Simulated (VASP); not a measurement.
Crystal: Si.

```
Si
1.0
     0.00000    2.75767    2.75767
     2.75767    0.00000    2.75767
     2.75767    2.75767    0.00000
Si
2
Cartesian
  2.7577 2.7577 2.7577
  4.1365 4.1365 4.1365
```

Base run:

- Program: VASP 6.6.1
- Functional: r2SCAN
- Dispersion: D3(BJ)
- Potentials or basis: VASP PAW PBE potentials, release 64 (Si)
- Cutoff: 520 eV
- k mesh: 8 × 8 × 8
- Occupations: fermi-dirac, width 0.05 eV
- Spin: no spin polarisation

Its results: band gap on the k mesh 0.88 eV, indirect (least direct gap 2.74 eV); pressure -4.6 GPa.

Question: The run is repeated on the same cell with these changes: dispersion from D3(BJ) to rVV10. What comes out?

Answer: Band gap on the k mesh 0.85 eV, indirect (least direct gap 2.73 eV); pressure -4.1 GPa.

Caveats: the PAW data sets were made with another functional, which shifts forces and pressure a little.

A k mesh can miss the band edges.
